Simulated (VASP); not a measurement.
# MnO (Fm-3m) in VASP: further runs, part 2 of 3

VASP 6.6.1. Earlier steps stand in the parts before.

## 3. Single point, PBE (8.63 Å³/atom)

Contents of INCAR:

```
PREC = Accurate ; ENCUT = 600
EDIFF = 1E-6 ; ISMEAR = 0
SIGMA = 0.05 ; LREAL = False
LASPH = True ; NELM = 120
ALGO = Normal ; ISIF = 2
LWAVE = False ; LCHARG = False
GGA = PE ; NBANDS = 16
GGA_COMPAT = False
```

Contents of KPOINTS:

```
regular mesh
0
Gamma
  14 14 14
```

Contents of POSCAR:

```
MnO
1.0
    0.0000000000      2.0511003835      2.0511003835
    2.0511003835      0.0000000000      2.0511003835
    2.0511003835      2.0511003835      0.0000000000
Mn O
1 1
Direct
    0.0000000000      0.0000000000      0.0000000000
    0.5000000000      0.5000000000      0.5000000000
```

Potentials or basis: VASP PAW PBE potentials, release 64 (Mn_pv, O).

Launch:

```sh
cat potpaw_PBE.64/Mn_pv/POTCAR potpaw_PBE.64/O/POTCAR > POTCAR
mpirun -np 1 vasp_std > vasp.out
```

OUTCAR:

```text
PREC = Accurate
   ENCUT = 600
   EDIFF = 1E-6
   ISMEAR = 0
   LREAL = False
   LASPH = True
   NELM = 120
   ISIF = 2
   GGA = PE

 ion  position               nearest neighbor table
   1  0.000  0.000  0.000-   2 2.05   2 2.05   2 2.05   2 2.05   2 2.05   2 2.05
   2  0.500  0.500  0.500-   1 2.05   1 2.05   1 2.05   1 2.05   1 2.05   1 2.05

  LATTYP: Found a face centered cubic cell.
 ALAT       =     4.1022007670

  Lattice vectors:

 A1 = (   0.0000000000,   2.0511003835,   2.0511003835)
 A2 = (   2.0511003835,   0.0000000000,   2.0511003835)
 A3 = (   2.0511003835,   2.0511003835,   0.0000000000)

Analysis of symmetry for initial positions (statically):
=====================================================================
 Subroutine PRICEL returns:
 Original cell was already a primitive cell.

 Routine SETGRP: Setting up the symmetry group for a
 face centered cubic supercell.

 Subroutine GETGRP returns: Found 48 space group operations
 (whereof 48 operations were pure point group operations)
 out of a pool of 48 trial point group operations.

The static configuration has the point symmetry O_h .

Analysis of symmetry for dynamics (positions and initial velocities):
=====================================================================
 Subroutine PRICEL returns:
 Original cell was already a primitive cell.

 Routine SETGRP: Setting up the symmetry group for a
 face centered cubic supercell.

 Subroutine GETGRP returns: Found 48 space group operations
 (whereof 48 operations were pure point group operations)
 out of a pool of 48 trial point group operations.

The dynamic configuration has the point symmetry O_h .

 Subroutine INISYM returns: Found 48 space group operations
 (whereof 48 operations are pure point group operations),
 and found     1 'primitive' translations

----------------------------------------------------------------------------------------

                                     Primitive cell

  volume of cell :      17.2580

  direct lattice vectors                    reciprocal lattice vectors
     0.000000000  2.051100384  2.051100384    -0.243771589  0.243771589  0.243771589
     2.051100384  0.000000000  2.051100384     0.243771589 -0.243771589  0.243771589
     2.051100384  2.051100384  0.000000000     0.243771589  0.243771589 -0.243771589

  length of vectors
     2.900693980  2.900693980  2.900693980     0.422224778  0.422224778  0.422224778

  position of ions in fractional coordinates (direct lattice)
     0.000000000  0.000000000  0.000000000
     0.500000000  0.500000000  0.500000000

  ion indices of the primitive-cell ions
   primitive index   ion index
                 1           1
                 2           2

----------------------------------------------------------------------------------------

 KPOINTS: regular mesh

Automatic generation of k-mesh.
 Grid dimensions read from file:
 generate k-points for:   14   14   14

 Generating k-lattice:

  Cartesian coordinates                     Fractional coordinates (reciprocal lattice)
    -0.017412256  0.017412256  0.017412256     0.071428571  0.000000000  0.000000000
     0.017412256 -0.017412256  0.017412256     0.000000000  0.071428571  0.000000000
     0.017412256  0.017412256 -0.017412256     0.000000000  0.000000000  0.071428571

  Length of vectors
     0.030158913  0.030158913  0.030158913

  Shift w.r.t. Gamma in fractional coordinates (k-lattice)
     0.000000000  0.000000000  0.000000000

 Subroutine IBZKPT returns following result:
 ===========================================

 Found    104 irreducible k-points:

 Following reciprocal coordinates:
            Coordinates               Weight
  0.000000  0.000000  0.000000      1.000000
  0.071429  0.000000  0.000000      8.000000
  0.142857  0.000000  0.000000      8.000000
  0.214286  0.000000  0.000000      8.000000
  0.285714  0.000000  0.000000      8.000000
  0.357143  0.000000  0.000000      8.000000
[... 16 lines left out ...]
  0.214286  0.142857  0.000000     24.000000
  0.285714  0.142857  0.000000     24.000000
 [... further k-points ...]
   k-points           NKPTS =    104   k-points in BZ     NKDIM =    104   number of bands    NBANDS=     16
   number of dos      NEDOS =    301   number of ions     NIONS =      2
   total plane-waves  NPLWV =  13824
   dimension x,y,z NGX =    24 NGY =   24 NGZ =   24
   dimension x,y,z NGXF=    48 NGYF=   48 NGZF=   48
   ions per type =               1   1
   NGX,Y,Z   is equivalent  to a cutoff of  13.75, 13.75, 13.75 a.u.
   NGXF,Y,Z  is equivalent  to a cutoff of  27.51, 27.51, 27.51 a.u.
 SYSTEM =  unknown system
   PREC   = accura    normal or accurate (medium, high low for compatibility)
   ISTART =      0    job   : 0-new  1-cont  2-samecut
   ICHARG =      2    charge: 1-file 2-atom 10-const
   ISPIN  =      1    spin polarized calculation?
   LNONCOLLINEAR =      F non collinear calculations
   LSORBIT =      F    spin-orbit coupling
   LASPH  =      T    aspherical Exc in radial PAW
   ENCUT  =  600.0 eV  44.10 Ry    6.64 a.u.   5.79  5.79  5.79*2*pi/ulx,y,z
   NELM   =    120;   NELMIN=  2; NELMDL= -5     # of ELM steps
   EDIFF  = 0.1E-05   stopping-criterion for ELM
   LREAL  =      F    real-space projection
   EDIFFG = 0.1E-04   stopping-criterion for IOM
   NSW    =      0    number of steps for IOM
   IBRION =     -1    ionic relax: 0-MD 1-quasi-New 2-CG
   NFREE  =      0    steps in history (QN), initial steepest desc. (CG)
   ISIF   =      2    stress and relaxation
   ISYM   =      2    0-nonsym 1-usesym 2-fastsym
   POTIM  = 0.5000    time-step for ionic-motion
   TEBEG  =    0.0;   TEEND  =   0.0 temperature during run
   PSTRESS=    0.0 pullay stress
   NELECT =      19.0000    total number of electrons
   NUPDOWN=      -1.0000    fix difference up-down
   EMIN   =  10.00;   EMAX   =-10.00  energy-range for DOS
   EFERMI =   0.00;   METHOD = LEGACY
   ISMEAR =     0;   SIGMA  =   0.05  broadening in eV -4-tet -1-fermi 0-gaus
   EFERMI_NEDOS =   21; number of points for ismear=-14 and -15
   IALGO  =     38    algorithm
   IMIX   =      4    mixing-type and parameters
     AMIX     =   0.40;   BMIX     =  1.00
     AMIX_MAG =   1.60;   BMIX_MAG =  1.00
  volume/ion in A,a.u.               =       8.63        58.23
  Fermi-wavevector in a.u.,A,eV,Ry     =   1.690425  3.194439 38.879125  2.857535
  Thomas-Fermi vector in A             =   2.772374
   LORBIT       =      0    0 simple, 1 ext, 2 COOP (PROOUT), +10 PAW based schemes
   GGA     = PE    functional components
   LHFCALC =     F    Hartree Fock is set to
   AEXX    =    0.0000 exact exchange contribution
   IVDW    =     0    specifies the selected vdW correction
   LEPSILON=     F    determine dielectric tensor
   LRPA    =     F    only Hartree local field effects (RPA)
 non-spin polarized calculation
 Gauss-broadening in eV      SIGMA  =   0.05
  energy-cutoff  :      600.00
  volume of cell :       17.26
 maximum number of plane-waves:       588
   NGX = 11   NGY = 11   NGZ = 11

 number of electron      19.0000003 magnetization

 Free energy of the ion-electron system (eV)
  ---------------------------------------------------
  ext. energy  EPLUGINS =         0.00000000
  ---------------------------------------------------
  free energy    TOTEN  =       -14.84981263 eV

  energy without entropy =      -14.84260235  energy(sigma->0) =      -14.84620749

 E-fermi :  10.3254     XC(G=0): -13.4266

 val. band max:       10.3236667048   @ k =   0.4286   0.2857   0.0000
 cond. band min:      10.3314242646   @ k =  -0.4286   0.1429   0.0714
 fundamental gap:      0.0077575597
 Fermi energy:        10.3254027068

 k-point     1 :       0.0000    0.0000    0.0000
  band No.  band energies     occupation
      1     -37.9420      2.00000
      2     -37.9420      2.00000
      3     -37.9420      2.00000
      4     -11.9487      2.00000
      5       5.5428      2.00000
      6       5.5428      2.00000
[... 8 lines left out ...]
     15      29.9021      0.00000
     16      29.9021      0.00000
[... 419 lines left out ...]
 k-point    24 :       0.2857    0.1429    0.0000
  band No.  band energies     occupation
      1     -38.0362      2.00000
      2     -37.9663      2.00000
      3     -37.9632      2.00000
      4     -11.1757      2.00000
      5       2.3993      2.00000
      6       4.1200      2.00000
[... 8 lines left out ...]
     15      26.1907      0.00000
     16      27.3177      0.00000

 [... further k-points ...]

------------------------ aborting loop because EDIFF is reached ----------------------------------------

  FORCE on cell =-STRESS in cart. coord.  units (eV):
  Direction    XX          YY          ZZ          XY          YZ          ZX
  --------------------------------------------------------------------------------------
  -------------------------------------------------------------------------------------
  Total        0.0772054      0.0772054      0.0772054      0.0000000      0.0000000      0.0000000
  in kB        7.1674987      7.1674987      7.1674987      0.0000000      0.0000000      0.0000000
  external PRESSURE =       7.1674987 kB  Pullay stress =       0.0000000 kB

 VOLUME and BASIS-vectors are now :
 -----------------------------------------------------------------------------
  energy-cutoff  :      600.00
  volume of cell :       17.26
      direct lattice vectors                 reciprocal lattice vectors
     0.000000000  2.051100384  2.051100384    -0.243771589  0.243771589  0.243771589
     2.051100384  0.000000000  2.051100384     0.243771589 -0.243771589  0.243771589
     2.051100384  2.051100384  0.000000000     0.243771589  0.243771589 -0.243771589

 POSITION                                       TOTAL-FORCE (eV/Angst)
 -----------------------------------------------------------------------------------
      0.00000      0.00000      0.00000         0.000000     -0.000000     -0.000000
      2.05110      2.05110      2.05110        -0.000000      0.000000      0.000000
 -----------------------------------------------------------------------------------
    total drift:                                0.000000     -0.000000     -0.000000

  FREE ENERGIE OF THE ION-ELECTRON SYSTEM (eV)
  ---------------------------------------------------
  free  energy   TOTEN  =       -14.8498126322 eV

  energy  without entropy=      -14.8426023500  energy(sigma->0) =      -14.84620749
```

It took 9.7 s on 1 thread of Intel Xeon 6975P-C (Granite Rapids), shared host; peak memory 0.16 GiB.

Results:

* Free energy: -14.8498 eV
* Pressure: 0.7 GPa
* Band gap on the k mesh: zero (an odd number of electrons rules out a gap without spin polarisation)

Caveat: an odd number of electrons without spin polarisation forces a metal; a magnetic or distorted state may lie lower; the run has no spin polarisation, though such a crystal can be magnetic; semilocal functionals often make such compounds metallic where correlation or magnetic order opens a gap, which also shifts bond lengths. Spin polarisation is off, so any magnetic state and its effect on volume and gap are missing.

## 4. Single point, PBE (8.80 Å³/atom)

This run uses another cell than the first one, of 8.80 Å³/atom.

Contents of INCAR:

```
PREC = Accurate
ENCUT = 600
EDIFF = 1E-6
ISMEAR = 0
SIGMA = 0.05
LREAL = False
LASPH = True
NELM = 120
ALGO = Normal
ISIF = 2
LWAVE = False
LCHARG = False
GGA = PE
NBANDS = 16
GGA_COMPAT = False
```

KPOINTS is that of step 3.

Contents of POSCAR:

```
MnO
1.0
    0.0000000000      2.0646842256      2.0646842256
    2.0646842256      0.0000000000      2.0646842256
    2.0646842256      2.0646842256      0.0000000000
Mn O
1 1
Direct
    0.0000000000      0.0000000000      0.0000000000
    0.5000000000      0.5000000000      0.5000000000
```

Launch:

```sh
cat potpaw_PBE.64/Mn_pv/POTCAR potpaw_PBE.64/O/POTCAR > POTCAR
mpirun -np 1 vasp_std > vasp.out
```

Run time: 10 s. Hardware: 1 thread of Intel Xeon 6975P-C (Granite Rapids), shared host; peak memory 0.16 GiB.

Results (log left out):

```yaml
Free_energy: -14.8471 eV
Pressure: -4.0 GPa
Band_gap_on_the_k_mesh: zero (an odd number of electrons rules out a gap without spin polarisation)
```

Levels at points of the mesh, in eV from the Fermi level:
| k point | band 7 | band 8 | band 9 | band 10 | band 11 | band 12 | band 13 | band 14 |
| --- | --- | --- | --- | --- | --- | --- | --- | --- |
| (0.00, 0.00, 0.00) | -4.69 | -1.68 | -1.68 | -1.68 | -0.90 | -0.90 | 1.54 | 15.47 |
| (0.50, 0.00, 0.00) | -7.00 | -0.21 | -0.21 | 0.04 | 2.38 | 2.38 | 4.91 | 10.64 |
| (0.50, 0.50, 0.00) | -5.83 | -3.40 | -0.20 | 0.27 | 0.27 | 0.52 | 8.04 | 9.76 |

Caveat: the cell stands under tension; an odd number of electrons without spin polarisation forces a metal; a magnetic or distorted state may lie lower; the run has no spin polarisation, though such a crystal can be magnetic; semilocal functionals often make such compounds metallic where correlation or magnetic order opens a gap, which also shifts bond lengths.

## 5. Single point, PBE (8.97 Å³/atom)

This run uses another cell than the first one, of 8.97 Å³/atom.

Contents of INCAR:

```
SYSTEM = MnO
PREC     = Accurate       ! precision mode
ENCUT    = 600            ! plane-wave cutoff, eV
EDIFF    = 1E-6           ! SCF threshold, eV
ISMEAR   = 0              ! smearing method
SIGMA    = 0.05           ! smearing width, eV
LREAL    = .FALSE.        ! projectors in reciprocal space
LASPH    = .TRUE.         ! aspherical terms in the spheres
NELM     = 120            ! most SCF steps
ALGO     = Normal         ! electronic algorithm
ISIF     = 2              ! what is computed and relaxed
LWAVE    = .FALSE.        ! write WAVECAR
LCHARG   = .FALSE.        ! write CHGCAR
GGA      = PE             ! functional
NBANDS   = 16             ! bands
GGA_COMPAT= .FALSE.
```

Contents of KPOINTS:

```
regular mesh
0
G
  14 14 14
  0 0 0
```

Contents of POSCAR:

```
MnO
1.0
    0.0000000000      2.0780916417      2.0780916417
    2.0780916417      0.0000000000      2.0780916417
    2.0780916417      2.0780916417      0.0000000000
Mn O
1 1
Direct
    0.0000000000      0.0000000000      0.0000000000
    0.5000000000      0.5000000000      0.5000000000
```

Potentials or basis: VASP PAW PBE potentials, release 64 (Mn_pv, O).

Launch:

```sh
cat potpaw_PBE.64/Mn_pv/POTCAR potpaw_PBE.64/O/POTCAR > POTCAR
mpirun -np 1 vasp_std > vasp.out
```

OUTCAR:

```text
SYSTEM = MnO
   PREC = Accurate
   ENCUT = 600
   EDIFF = 1E-6
   ISMEAR = 0
   LREAL = .FALSE.
   LASPH = .TRUE.
   NELM = 120
   ISIF = 2
   GGA = PE

 ion  position               nearest neighbor table
   1  0.000  0.000  0.000-   2 2.08   2 2.08   2 2.08   2 2.08   2 2.08   2 2.08
   2  0.500  0.500  0.500-   1 2.08   1 2.08   1 2.08   1 2.08   1 2.08   1 2.08

  LATTYP: Found a face centered cubic cell.
 ALAT       =     4.1561832834

  Lattice vectors:

 A1 = (   0.0000000000,   2.0780916417,   2.0780916417)
 A2 = (   2.0780916417,   0.0000000000,   2.0780916417)
 A3 = (   2.0780916417,   2.0780916417,   0.0000000000)

Analysis of symmetry for initial positions (statically):
=====================================================================
 Subroutine PRICEL returns:
 Original cell was already a primitive cell.

 Routine SETGRP: Setting up the symmetry group for a
 face centered cubic supercell.

 Subroutine GETGRP returns: Found 48 space group operations
 (whereof 48 operations were pure point group operations)
 out of a pool of 48 trial point group operations.

The static configuration has the point symmetry O_h .

Analysis of symmetry for dynamics (positions and initial velocities):
=====================================================================
 Subroutine PRICEL returns:
 Original cell was already a primitive cell.

 Routine SETGRP: Setting up the symmetry group for a
 face centered cubic supercell.

 Subroutine GETGRP returns: Found 48 space group operations
 (whereof 48 operations were pure point group operations)
 out of a pool of 48 trial point group operations.

The dynamic configuration has the point symmetry O_h .

 Subroutine INISYM returns: Found 48 space group operations
 (whereof 48 operations are pure point group operations),
 and found     1 'primitive' translations

[... 107 lines left out ...]
   EMIN   =  10.00;   EMAX   =-10.00  energy-range for DOS
   EFERMI =   0.00;   METHOD = LEGACY
   ISMEAR =     0;   SIGMA  =   0.05  broadening in eV -4-tet -1-fermi 0-gaus
   EFERMI_NEDOS =   21; number of points for ismear=-14 and -15
   IALGO  =     38    algorithm
   IMIX   =      4    mixing-type and parameters
     AMIX     =   0.40;   BMIX     =  1.00
     AMIX_MAG =   1.60;   BMIX_MAG =  1.00
  volume/ion in A,a.u.               =       8.97        60.56
  Fermi-wavevector in a.u.,A,eV,Ry     =   1.668468  3.152948 37.875722  2.783787
  Thomas-Fermi vector in A             =   2.754310
   LORBIT       =      0    0 simple, 1 ext, 2 COOP (PROOUT), +10 PAW based schemes
   GGA     = PE    functional components
   LHFCALC =     F    Hartree Fock is set to
   AEXX    =    0.0000 exact exchange contribution
   IVDW    =     0    specifies the selected vdW correction
   LEPSILON=     F    determine dielectric tensor
   LRPA    =     F    only Hartree local field effects (RPA)
 non-spin polarized calculation
 Gauss-broadening in eV      SIGMA  =   0.05
  energy-cutoff  :      600.00
  volume of cell :       17.95
 maximum number of plane-waves:       612
   NGX = 11   NGY = 11   NGZ = 11

 number of electron      19.0000013 magnetization

 Free energy of the ion-electron system (eV)
  ---------------------------------------------------
  ext. energy  EPLUGINS =         0.00000000
  ---------------------------------------------------
  free energy    TOTEN  =       -14.83463917 eV

  energy without entropy =      -14.82689731  energy(sigma->0) =      -14.83076824

 E-fermi :   9.7402     XC(G=0): -13.1883

 val. band max:        9.7347438155   @ k =   0.4286   0.1429   0.0000
 cond. band min:       9.7430473042   @ k =   0.4286   0.2857   0.0000
 fundamental gap:      0.0083034887
 Fermi energy:         9.7401735131

 k-point     1 :       0.0000    0.0000    0.0000
  band No.  band energies     occupation
      1     -38.4960      2.00000
      2     -38.4960      2.00000
      3     -38.4960      2.00000
      4     -12.1610      2.00000
      5       5.1375      2.00000
      6       5.1375      2.00000
[... 433 lines left out ...]
      3     -38.5142      2.00000
      4     -11.4430      2.00000
      5       2.1120      2.00000
      6       3.7872      2.00000
[... 8 lines left out ...]
     15      25.1923      0.00000
     16      26.3508      0.00000

 [... further k-points ...]
[... 5 lines left out ...]
  --------------------------------------------------------------------------------------
  -------------------------------------------------------------------------------------
  Total       -0.9250372     -0.9250372     -0.9250372     -0.0000000     -0.0000000      0.0000000
  in kB      -82.5744484    -82.5744484    -82.5744484     -0.0000000     -0.0000000      0.0000000
  external PRESSURE =     -82.5744484 kB  Pullay stress =       0.0000000 kB

 VOLUME and BASIS-vectors are now :
 -----------------------------------------------------------------------------
  energy-cutoff  :      600.00
  volume of cell :       17.95
      direct lattice vectors                 reciprocal lattice vectors
     0.000000000  2.078091642  2.078091642    -0.240605366  0.240605366  0.240605366
     2.078091642  0.000000000  2.078091642     0.240605366 -0.240605366  0.240605366
     2.078091642  2.078091642  0.000000000     0.240605366  0.240605366 -0.240605366

 POSITION                                       TOTAL-FORCE (eV/Angst)
 -----------------------------------------------------------------------------------
      0.00000      0.00000      0.00000         0.000000     -0.000000     -0.000000
      2.07809      2.07809      2.07809        -0.000000      0.000000      0.000000
 -----------------------------------------------------------------------------------
    total drift:                                0.000000     -0.000000     -0.000000

  FREE ENERGIE OF THE ION-ELECTRON SYSTEM (eV)
  ---------------------------------------------------
  free  energy   TOTEN  =       -14.8346391714 eV

  energy  without entropy=      -14.8268973149  energy(sigma->0) =      -14.83076824
```

Wall time 9.7 s (1 thread of Intel Xeon 6975P-C (Granite Rapids), shared host); peak memory 0.16 GiB.

Results:

* Free energy: -14.8346 eV
* Pressure: -8.3 GPa
* Band gap on the k mesh: zero (an odd number of electrons rules out a gap without spin polarisation)

Caveat: the cell stands under tension; an odd number of electrons without spin polarisation forces a metal; a magnetic or distorted state may lie lower; the run has no spin polarisation, though such a crystal can be magnetic; semilocal functionals often make such compounds metallic where correlation or magnetic order opens a gap, which also shifts bond lengths.

(Continued in part 3 of 3.)
